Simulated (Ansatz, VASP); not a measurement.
## SiC in VASP and in Ansatz

```
Si C
1.0
     0.00000    2.17900    2.17900
     2.17900    0.00000    2.17900
     2.17900    2.17900    0.00000
Si C
1 1
Direct
  0.00000 0.00000 0.00000
  0.75000 0.75000 0.75000
```

Alike in both runs: task relaxation of cell and atoms; functional RPBE; dispersion D3(BJ); k mesh 10 × 10 × 10; occupations fermi-dirac, width 0.05 eV; no spin polarisation.

```csv
,VASP,Ansatz
version,VASP 6.6.1,Ansatz 0.2.0
potentials or method,"VASP PAW PBE potentials, release 64 (Si, C), cutoff 600 eV","all-electron LAPW, scalar-relativistic"
```

VASP gave:

```
relaxed volume (Å³/atom)                                     : 9.60
relaxed cell length with the largest relative difference (Å) : 3.006
```

**Question.** Estimate Ansatz's values.

**Answer.** Relaxed volume (Å³/atom): 9.62; relaxed cell length with the largest relative difference (Å): 3.008.

VASP's potentials were made for PBE, not for RPBE. Ansatz ran all-electron here, and VASP with PAW potentials.
